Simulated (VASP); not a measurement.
Here is a VASP 6.6.1 calculation.

INCAR

```
PREC = Accurate ; ENCUT = 600
EDIFF = 1E-6 ; ISMEAR = 0
SIGMA = 0.1 ; LREAL = F
LASPH = T ; NELM = 100
ALGO = Normal ; ISIF = 3
LWAVE = F ; LCHARG = F
GGA = PE ; IBRION = 2
NSW = 90 ; EDIFFG = -0.04
```

The input KPOINTS:

```
regular mesh
0
Gamma
  3 3 6
```

POSCAR

```
Os3N
1.0
    6.7876553950      0.0000000000      0.0000000000
   -3.3938276975      5.8782820042      0.0000000000
    0.0000000000      0.0000000000      2.6867198859
Os N
6 2
Direct
    0.8102700677      0.6205401354      0.2500000000
    0.1897299323      0.8102700677      0.7500000000
    0.3794598646      0.1897299323      0.2500000000
    0.1897299323      0.3794598646      0.7500000000
    0.8102700677      0.1897299323      0.2500000000
    0.6205401354      0.8102700677      0.7500000000
    0.3333333333      0.6666666667      0.2500000000
    0.6666666667      0.3333333333      0.7500000000
```

Potentials or basis: VASP PAW PBE potentials, release 64 (Os, N).

The run is started by

```sh
$ cat potpaw_PBE.64/Os/POTCAR potpaw_PBE.64/N/POTCAR > POTCAR
$ mpirun -np 1 vasp_std > vasp.out
```

Problem. Predict the relaxed cell.

Solution. a = 6.798 Å, b = 6.798 Å, c = 2.685 Å, α = 90.00°, β = 90.00°, γ = 120.00°.

Problem. What does it give for the space group after relaxing (to 0.1 Å)?

Solution. P6_3/mmc (No. 194).

Problem. What does it give for the band gap on the k mesh?

Solution. Zero (bands 29 and 30 overlap by 1.62 eV).

Final structure:
```xyz
8
Lattice="6.7984 0.0000 0.0000 -3.3992 5.8876 0.0000 0.0000 0.0000 2.6854" Properties=species:S:1:pos:R:3 pbc="T T T"
Os    3.3992    3.6539    0.6713
Os   -1.4648    4.7707    2.0140
Os    1.9344    1.1168    0.6713
Os    0.0000    2.2337    2.0140
Os    4.8639    1.1168    0.6713
Os    1.4648    4.7707    2.0140
N     0.0000    3.9250    0.6713
N     3.3992    1.9625    2.0140
```

Caveat: the k points lie up to 0.39 Å⁻¹ apart in the final cell, too coarse for converged energies and pressures of a metal; spin-orbit coupling is left out, which moves the levels of the heavy elements.
